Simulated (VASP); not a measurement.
# Sb (Fd-3m) in VASP: further runs

The runs below take Sb through single point, with LDA.

Everything below comes from runs of VASP 6.6.1. Logs are shortened: lines on timing, memory, paths and dates and some standing lists are left out, and cuts for length are marked.

## (1) The cell of the first run

It takes space group Fd-3m (No. 227, cubic). The conventional cell has a = 5.020 Å, b = 5.020 Å, c = 5.020 Å, α = 90.00°, β = 90.00°, γ = 90.00°. Within 2.9 Å of Sb (site symmetry -43m) lie 4 Sb at 2.17 Å.

## (2) Single point, LDA (volume scaled by 0.4)

INCAR reads:

```
SYSTEM = Sb
  PREC = Accurate
  ENCUT = 520
  EDIFF = 1E-7
  ISMEAR = -1
  SIGMA = 0.1
  LREAL = .FALSE.
  LASPH = .TRUE.
  NELM = 100
  ALGO = Normal
  ISIF = 2
  LWAVE = .FALSE.
  LCHARG = .TRUE.
  LELF = .TRUE.
  LVHAR = .TRUE.
  NBANDS = 12
```

KPOINTS reads:

```
Automatic mesh
0
G
  10 10 10
  0 0 0
```

POSCAR reads:

```
Sb
1.0
    0.0000000000      2.5098892199      2.5098892199
    2.5098892199      0.0000000000      2.5098892199
    2.5098892199      2.5098892199      0.0000000000
Sb
2
Direct
   -0.1250000000     -0.1250000000     -0.1250000000
    0.1250000000      0.1250000000      0.1250000000
```

Potentials or basis: VASP PAW LDA potentials, release 64 (Sb).

Command:

```sh
$ cat potpaw_LDA.64/Sb/POTCAR > POTCAR
$ mpirun -np 1 vasp_std > vasp.out
```

OUTCAR:

```text
SYSTEM = Sb
   PREC = Accurate
   ENCUT = 520
   EDIFF = 1E-7
   ISMEAR = -1
   LREAL = .FALSE.
   LASPH = .TRUE.
   NELM = 100
   ISIF = 2

 ion  position               nearest neighbor table
   1  0.875  0.875  0.875-   2 2.17   2 2.17   2 2.17   2 2.17
   2  0.125  0.125  0.125-   1 2.17   1 2.17   1 2.17   1 2.17

  LATTYP: Found a face centered cubic cell.
 ALAT       =     5.0197784398

  Lattice vectors:

 A1 = (   0.0000000000,   2.5098892199,   2.5098892199)
 A2 = (   2.5098892199,   0.0000000000,   2.5098892199)
 A3 = (   2.5098892199,   2.5098892199,   0.0000000000)

Analysis of symmetry for initial positions (statically):
=====================================================================
 Subroutine PRICEL returns:
 Original cell was already a primitive cell.

 Routine SETGRP: Setting up the symmetry group for a
 face centered cubic supercell.

 Subroutine GETGRP returns: Found 48 space group operations
 (whereof 12 operations were pure point group operations)
 out of a pool of 48 trial point group operations.

The static configuration has the point symmetry D_3d.
 The point group associated with its full space group is O_h .

Analysis of symmetry for dynamics (positions and initial velocities):
=====================================================================
 Subroutine PRICEL returns:
 Original cell was already a primitive cell.

 Routine SETGRP: Setting up the symmetry group for a
 face centered cubic supercell.

 Subroutine GETGRP returns: Found 48 space group operations
 (whereof 12 operations were pure point group operations)
 out of a pool of 48 trial point group operations.

The dynamic configuration has the point symmetry D_3d.
 The point group associated with its full space group is O_h .

 Subroutine INISYM returns: Found 48 space group operations
 (whereof 12 operations are pure point group operations),
 and found     1 'primitive' translations

----------------------------------------------------------------------------------------

                                     Primitive cell

  volume of cell :      31.6223

  direct lattice vectors                    reciprocal lattice vectors
     0.000000000  2.509889220  2.509889220    -0.199211980  0.199211980  0.199211980
     2.509889220  0.000000000  2.509889220     0.199211980 -0.199211980  0.199211980
     2.509889220  2.509889220  0.000000000     0.199211980  0.199211980 -0.199211980

  length of vectors
     3.549519375  3.549519375  3.549519375     0.345045270  0.345045270  0.345045270

  position of ions in fractional coordinates (direct lattice)
     0.875000000  0.875000000  0.875000000
     0.125000000  0.125000000  0.125000000

  ion indices of the primitive-cell ions
[... 89 lines left out ...]
   EFERMI =   0.00;   METHOD = LEGACY
   ISMEAR =    -1;   SIGMA  =   0.10  broadening in eV -4-tet -1-fermi 0-gaus
   EFERMI_NEDOS =   21; number of points for ismear=-14 and -15
   IALGO  =     38    algorithm
   IMIX   =      4    mixing-type and parameters
     AMIX     =   0.40;   BMIX     =  1.00
     AMIX_MAG =   1.60;   BMIX_MAG =  1.00
  volume/ion in A,a.u.               =      15.81       106.70
  Fermi-wavevector in a.u.,A,eV,Ry     =   1.115348  2.107702 16.925654  1.244001
  Thomas-Fermi vector in A             =   2.251952
   LORBIT       =      0    0 simple, 1 ext, 2 COOP (PROOUT), +10 PAW based schemes
   GGA     = CA    functional components
   LHFCALC =     F    Hartree Fock is set to
   AEXX    =    0.0000 exact exchange contribution
   IVDW    =     0    specifies the selected vdW correction
   LEPSILON=     F    determine dielectric tensor
   LRPA    =     F    only Hartree local field effects (RPA)
 non-spin polarized calculation
  energy-cutoff  :      520.00
  volume of cell :       31.62
 maximum number of plane-waves:       875
 NGX is ok and might be reduce to    28
   NGX = 13   NGY = 13   NGZ = 13

 number of electron      10.0000000 magnetization

 Free energy of the ion-electron system (eV)
  ---------------------------------------------------
  ext. energy  EPLUGINS =         0.00000000
  ---------------------------------------------------
  free energy    TOTEN  =         6.82344237 eV

  energy without entropy =        6.84748962  energy(sigma->0) =        6.83546599

 E-fermi :  18.8385     XC(G=0): -12.5352

 val. band max:       18.7542518731   @ k =   0.1000   0.0000   0.0000
 cond. band min:      18.9036644571   @ k =  -0.3000   0.1000   0.0000
 fundamental gap:      0.1494125839
 Fermi energy:        18.8384916095

 k-point     1 :       0.0000    0.0000    0.0000
  band No.  band energies     occupation
      1      -2.4626      2.00000
      2      16.0174      2.00000
      3      16.0174      2.00000
      4      16.0174      2.00000
      5      18.1250      1.99841
      6      18.1250      1.99841
      7      18.1250      1.99841
      8      20.5297      0.00000
      9      21.7269      0.00000
     10      24.8956      0.00000
     11      24.8956      0.00000
     12      24.8956      0.00000
[... 331 lines left out ...]
 k-point    24 :       0.4000    0.3000    0.0000
  band No.  band energies     occupation
      1       0.7515      2.00000
      2       7.5428      2.00000
      3      10.2432      2.00000
      4      10.8268      2.00000
      5      16.2434      2.00000
      6      17.6779      1.99998
      7      24.6270      0.00000
      8      24.7280      0.00000
      9      27.4456      0.00000
     10      28.1092      0.00000
     11      29.4386      0.00000
     12      29.8690      0.00000

 [... further k-points ...]

------------------------ aborting loop because EDIFF is reached ----------------------------------------

  FORCE on cell =-STRESS in cart. coord.  units (eV):
  Direction    XX          YY          ZZ          XY          YZ          ZX
  --------------------------------------------------------------------------------------
  -------------------------------------------------------------------------------------
  Total       46.6846618     46.6846618     46.6846618     -0.0000000     -0.0000000     -0.0000000
  in kB     2365.3267533   2365.3267533   2365.3267533     -0.0000000     -0.0000000     -0.0000000
  external PRESSURE =    2365.3267533 kB  Pullay stress =       0.0000000 kB

 VOLUME and BASIS-vectors are now :
 -----------------------------------------------------------------------------
  energy-cutoff  :      520.00
  volume of cell :       31.62
      direct lattice vectors                 reciprocal lattice vectors
     0.000000000  2.509889220  2.509889220    -0.199211980  0.199211980  0.199211980
     2.509889220  0.000000000  2.509889220     0.199211980 -0.199211980  0.199211980
     2.509889220  2.509889220  0.000000000     0.199211980  0.199211980 -0.199211980

 POSITION                                       TOTAL-FORCE (eV/Angst)
 -----------------------------------------------------------------------------------
      4.39231      4.39231      4.39231         0.000000     -0.000000      0.000000
      0.62747      0.62747      0.62747        -0.000000      0.000000     -0.000000
 -----------------------------------------------------------------------------------
    total drift:                               -0.000000     -0.000000     -0.000000

  FREE ENERGIE OF THE ION-ELECTRON SYSTEM (eV)
  ---------------------------------------------------
  free  energy   TOTEN  =         6.8234423680 eV

  energy  without entropy=        6.8474896151  energy(sigma->0) =        6.83546599
```

stdout:

```text
POSCAR found type information on POSCAR Sb
 POSCAR found :  1 types and       2 ions
 scaLAPACK will be used
 LDA part: xc-table for (Slater(with rela. corr.)+CA(PZ))
 , standard interpolation
 POSCAR, INCAR and KPOINTS ok, starting setup
 FFT: planning ... GRIDC
 FFT: planning ... GRID_SOFT
 FFT: planning ... GRID
 WAVECAR not read
 entering main loop
```

Wall time 27 s (1 thread of AMD EPYC 7R13, shared host); peak memory 0.12 GiB.

What came out:

- Free energy: 6.8234 eV
- Pressure: 236.5 GPa
- Band gap on the k mesh: zero (band 5 reaches 19.62 eV, above the bottom of band 6 at 15.91 eV)

Caveat: spin-orbit coupling is left out, which moves the levels of the heavy elements.

## (3) Single point, LDA (volume scaled by 0.4)

INCAR reads:

```
  ALGO = Normal
  EDIFF = 1E-6
  ENCUT = 520
  ISIF = 2
  ISMEAR = -1
  LASPH = True
  LCHARG = False
  LREAL = False
  LWAVE = False
  NBANDS = 12
  NELM = 100
  PREC = Accurate
  SIGMA = 0.1
```

KPOINTS reads:

```
k-points
0
Gamma
  10 10 10
```

POSCAR is that of step 2.

Potentials or basis: VASP PAW LDA potentials, release 64 (Sb).

Command:

```sh
$ cat potpaw_LDA.64/Sb/POTCAR > POTCAR
$ mpirun -np 1 vasp_std > vasp.out
```

It took 22 s on 1 thread of AMD EPYC 7R13, shared host; peak memory 0.12 GiB.

The run converged. Its results:

```
Free energy            : 6.8234 eV
Pressure               : 236.5 GPa
Band gap on the k mesh : zero (band 5 reaches 19.62 eV, above the bottom of band 6 at 15.91 eV)
```

Levels at points of the mesh, in eV from the Fermi level:
```csv
k point,band 1,band 2,band 3,band 4,band 5,band 6,band 7,band 8,band 9,band 10
"(0.00, 0.00, 0.00)",-21.30,-2.82,-2.82,-2.82,-0.71,-0.71,-0.71,1.69,2.89,6.06
"(0.50, 0.00, 0.00)",-17.66,-14.37,-5.72,-5.72,-0.74,0.72,0.72,2.17,7.96,7.96
"(0.50, 0.50, 0.00)",-15.05,-15.05,-8.82,-8.82,-2.92,-2.92,9.44,9.44,9.50,9.50
```

Caveat: spin-orbit coupling is left out, which moves the levels of the heavy elements.

## (4) Single point, LDA (volume scaled by 0.4)

INCAR reads:

```
SYSTEM = Sb
PREC = Accurate
ENCUT = 520
EDIFF = 1E-6
ISMEAR = -1
SIGMA = 0.1
LREAL = .FALSE.
LASPH = .TRUE.
NELM = 100
ALGO = Normal
ISIF = 2
LWAVE = .FALSE.
LCHARG = .FALSE.
GGA = CA
NBANDS = 12
```

KPOINTS reads:

```
Automatic mesh
0
G
  10 10 10
  0 0 0
```

POSCAR is that of step 3.

Command:

```sh
$ cat potpaw_LDA.64/Sb/POTCAR > POTCAR
$ mpirun -np 1 vasp_std > vasp.out
```

Run time: 28 s. Hardware: 1 thread of AMD EPYC 7R13, shared host; peak memory 0.12 GiB.

It converged, with:

| Quantity | Value |
| --- | --- |
| Free energy | 6.8234 eV |
| Pressure | 236.5 GPa |
| Band gap on the k mesh | zero (band 5 reaches 19.62 eV, above the bottom of band 6 at 15.91 eV) |

Levels at points of the mesh, in eV from the Fermi level:
```tsv
k point	band 3	band 4	band 5	band 6	band 7	band 8
(0.00, 0.00, 0.00)	-2.82	-2.82	-0.71	-0.71	-0.71	1.69
(0.50, 0.00, 0.00)	-5.72	-5.72	-0.74	0.72	0.72	2.17
(0.50, 0.50, 0.00)	-8.82	-8.82	-2.92	-2.92	9.44	9.44
```

Caveat: spin-orbit coupling is left out, which moves the levels of the heavy elements.

(Part 1 of 2 ends here.)
